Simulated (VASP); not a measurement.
Set up this calculation in VASP 6.6.1, as the native input.

```yaml
Task: single point
Functional: r2SCAN
Potentials_or_basis: VASP PAW PBE potentials, release 64 (Se)
Cutoff: 520 eV
k_mesh: 9 × 9 × 6
Occupations: gaussian, width 0.01 eV
Spin: no spin polarisation
Dipole_correction: no
Further_INCAR_settings: ALGO = Normal; EDIFF = 1e-06; NBANDS = 16
```

The system is Se.

```
Se
1.0
     4.50476    0.00000    0.00000
    -2.25238    3.90123    0.00000
     0.00000    0.00000    4.99222
Se
3
Direct
  0.21712 0.00000 0.33333
  0.00000 0.21712 0.66667
  0.78288 0.78288 0.00000
```

These files were run (other wordings do the same):

POSCAR

```
Se
1.0
    4.5047557554      0.0000000000      0.0000000000
   -2.2523778777      3.9012329220      0.0000000000
    0.0000000000      0.0000000000      4.9922201488
Se
3
Direct
    0.2171171311      0.0000000000      0.3333333333
    0.0000000000      0.2171171311      0.6666666667
    0.7828828689      0.7828828689      0.0000000000
```

INCAR.step1

```
ALGO = Normal
EDIFF = 1E-4
ENCUT = 520
GGA = PE
ISMEAR = 0
LASPH = T
LCHARG = F
LREAL = F
LWAVE = T
NBANDS = 16
NELM = 100
PREC = Accurate
SIGMA = 0.01
```

INCAR.step2

```
ALGO = Normal
EDIFF = 1E-6
ENCUT = 520
ISIF = 2
ISMEAR = 0
ISTART = 1
LASPH = T
LCHARG = F
LMIXTAU = T
LREAL = F
LWAVE = F
METAGGA = R2SCAN
NBANDS = 16
NELM = 100
PREC = Accurate
SIGMA = 0.01
```

KPOINTS

```
k-points
0
Gamma
  9 9 6
```

Potentials or basis: VASP PAW PBE potentials, release 64 (Se).

Command:

```bash
$ cat potpaw_PBE.64/Se/POTCAR > POTCAR
$ cp INCAR.step1 INCAR
$ mpirun -np 1 vasp_std > vasp.out
$ cp INCAR.step2 INCAR
$ mpirun -np 1 vasp_std > vasp.out
```

It gave:

* Pressure: 0.0 GPa
* Band gap on the k mesh: 1.33 eV (least direct gap 1.58 eV)

Caveat: the PAW data sets were made with another functional, which shifts forces and pressure a little.

It took 3.1 min on 1 thread of Intel(R) Xeon(R) Platinum 8488C (Sapphire Rapids) (shared host), peak memory 0.26 GiB.
